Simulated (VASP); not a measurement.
The system is RuPt2.

```
Ru Pt
1.0
     2.92788    0.00000    0.00000
    -1.46394    2.53561    0.00000
     0.00000    0.00000   10.84935
Ru Pt
2 4
Direct
  0.00000 0.00000 0.25000
  0.00000 0.00000 0.75000
  0.33333 0.66667 0.11800
  0.66667 0.33333 0.61800
  0.33333 0.66667 0.38200
  0.66667 0.33333 0.88200
```

```yaml
Program: VASP 6.6.1
Task: relaxation of cell and atoms
Functional: PBE
Potentials_or_basis: VASP PAW PBE potentials, release 64 (Ru_pv, Pt)
Cutoff: 600 eV
k_mesh: 6 × 6 × 2
Occupations: gaussian, width 0.1 eV
Spin: no spin polarisation
```

At the start: pressure 140.7 GPa; volume 13.42 Å³/atom.

How do energy, volume and symmetry change on relaxing?

Over 18 steps the energy falls by 2650.5 meV/atom and the volume is 14.99 Å³/atom (+11.7 %); space group P6_3/mmc (No. 194, to 0.05 Å).

Step by step:
| step | energy change (eV) | largest force (eV/Å) | pressure (GPa) | volume (Å³) |
| --- | --- | --- | --- | --- |
| 1 | 0.0000 | 15.4658 | 140.73 | 80.55 |
| 2 | 11.6889 | 2.2792 | -11.09 | 309.68 |
| 3 | 9.0119 | 2.0220 | -13.43 | 261.42 |
| 4 | 6.0149 | 1.5862 | -17.90 | 223.35 |
| 5 | -6.5076 | 0.5826 | -31.67 | 140.13 |
| 6 | -12.7581 | 0.5959 | -20.17 | 107.63 |
| 7 | -13.2502 | 1.2771 | 9.96 | 93.44 |
| 8 | -13.4562 | 0.2459 | -5.81 | 99.06 |
| 9 | -13.4765 | 0.4084 | -3.48 | 98.07 |
| 10 | -14.8796 | 0.2013 | -6.96 | 95.20 |
| 11 | -12.5381 | 0.9593 | 47.76 | 82.45 |
| 12 | -15.6372 | 0.1503 | -6.31 | 92.79 |
| 13 | -15.8772 | 0.4343 | 0.42 | 89.71 |
| 14 | -15.8856 | 0.3801 | -1.17 | 90.23 |
| 15 | -15.8884 | 0.0045 | 3.85 | 88.71 |
| 16 | -15.8966 | 0.1814 | 1.46 | 89.41 |
| 17 | -15.9009 | 0.0970 | -0.83 | 90.29 |
| 18 | -15.9031 | 0.0007 | -0.01 | 89.96 |

Final structure:
```xyz
6
Lattice="2.7586 0.0000 0.0000 -1.3793 2.3890 0.0000 0.0000 0.0000 13.6495" Properties=species:S:1:pos:R:3 pbc="T T T"
Ru    0.0000    0.0000    3.4124
Ru    0.0000    0.0000   10.2371
Pt    0.0000    1.5927    1.1931
Pt    1.3793    0.7963    8.0178
Pt    0.0000    1.5927    5.6316
Pt    1.3793    0.7963   12.4564
```

Caveat: the k points lie up to 0.44 Å⁻¹ apart in the final cell.
